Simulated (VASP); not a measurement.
# MgH2: single point with PBE

MgH2:

```xyz
6
Lattice="4.4767 0.0000 0.0000 0.0000 4.4767 0.0000 0.0000 0.0000 2.9925" Properties=species:S:1:pos:R:3 pbc="T T T"
Mg    2.2383    2.2383    1.4963
Mg    0.0000    0.0000    0.0000
H     3.1139    3.1139    0.0000
H     3.6012    0.8755    1.4963
H     1.3628    1.3628    0.0000
H     0.8755    3.6012    1.4963
```

| Item | Value |
| --- | --- |
| Program | VASP 6.6.1 |
| Task | single point |
| Functional | PBE |
| Potentials or basis | VASP PAW PBE potentials, release 64 (Mg, H) |
| Cutoff | 520 eV |
| k mesh | 6 × 6 × 9 |
| Occupations | fermi-dirac, width 0.02 eV |
| Spin | no spin polarisation |

The pressure is 1.0 GPa. The largest force is 0.007 eV/Å. The band gap on the k mesh is 3.94 eV (least direct gap 4.80 eV).

Forces in eV/Å, atoms in the order of the input:
```
Mg   0.000  0.000  0.000
Mg   0.000  0.000  0.000
H    0.005  0.005  0.000
H   -0.005  0.005  0.000
H   -0.005 -0.005  0.000
H    0.005 -0.005  0.000
```

Stress tensor (GPa, compression positive):
```
0.94 0.00 0.00
0.00 0.94 0.00
0.00 0.00 1.15
```

Levels at points of the mesh, in eV from the valence-band top:
```
           k point  band 1  band 2  band 3  band 4  band 5  band 6  band 7  band 8  band 9
(0.00, 0.00, 0.00)   -6.54   -1.48   -1.48   -0.44    4.72    5.11    9.28    9.28   11.09
(0.50, 0.00, 0.00)   -4.90   -4.90   -0.52   -0.52    5.38    5.38   10.18   10.18   11.92
(0.50, 0.50, 0.00)   -3.81   -3.81   -2.79   -2.79    9.17    9.17    9.29    9.29   13.40
```

It took 19 s on 1 thread of Intel(R) Xeon(R) Platinum 8488C (Sapphire Rapids), with other jobs on the host, peak memory 0.19 GiB.

Caveat: an odd mesh through Γ misses points on the zone boundary, where band edges can lie.
